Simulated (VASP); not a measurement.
Crystal: C.

```
C
1.0
     0.03926    1.76598    1.76598
     1.76598    0.03926    1.76598
     1.76598    1.76598    0.03926
C
2
Direct
  0.00029 0.00029 0.00029
  0.24971 0.24971 0.24971
```

This cell differs from its parent crystal: epitaxial 111 strain -3.0%.

Base run:

- Program: VASP 6.6.1
- Functional: PBE
- Potentials or basis: VASP PAW PBE potentials, release 64 (C)
- Cutoff: 520 eV
- k mesh: 12 × 12 × 12
- Occupations: fermi-dirac, width 0.02 eV
- Spin: no spin polarisation

Its results: band gap on the k mesh 4.19 eV, indirect (least direct gap 4.99 eV); pressure 34.5 GPa; largest force 0.058 eV/Å.

Problem. The run is repeated on the same cell with these changes: functional from PBE to r2SCAN; occupations from fermi-dirac, width 0.02 eV to gaussian, width 0.01 eV. What comes out?

Solution. Band gap on the k mesh 4.40 eV, indirect (least direct gap 5.22 eV); pressure 31.0 GPa; largest force 0.014 eV/Å.

Caveats: the PAW data sets were made with another functional, which shifts forces and pressure a little (some runs).

A k mesh can miss the band edges.
